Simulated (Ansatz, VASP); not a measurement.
# P in VASP and in Ansatz

```
CELL_PARAMETERS angstrom
1.72573 0.99635 3.12968
-1.72573 0.99635 3.12968
0.00000 -1.99270 3.12968
ATOMIC_POSITIONS crystal
P 0.77292 0.77292 0.77292
P 0.22708 0.22708 0.22708
```

Alike in both runs: task single point; functional HSE06; k mesh 6 × 6 × 6; occupations fermi-dirac, width 0.05 eV; no spin polarisation.

|  | VASP | Ansatz |
| --- | --- | --- |
| version | VASP 6.6.1 | Ansatz 0.2.0 |
| potentials or method | VASP PAW PBE potentials, release 64 (P), cutoff 520 eV | all-electron PAW datasets made for the crystal |

VASP gave:

```
gap on the k mesh at the Fermi level (eV)                     : none
pressure (GPa)                                                : -2.2
traceless stress, the component that is largest in VASP (GPa) : 0.66
rms of the force components (eV/Å)                            : 0.190
```

Task: Which values does Ansatz return?

Result: gap on the k mesh at the Fermi level (eV): none; pressure (GPa): -1.5; traceless stress, the component that is largest in VASP (GPa): 0.41; rms of the force components (eV/Å): 0.156.

Atom by atom the forces differ by 0.034 eV/Å (rms over components). A gap of «none» marks a metal or a gap that the smearing closes. Ansatz ran all-electron here, and VASP with PAW potentials.

The k mesh is coarse, so the values compare programs but aren't converged. Noted on Ansatz's run: the k mesh is thin for a metal, which can move the energy by tens of meV per atom.
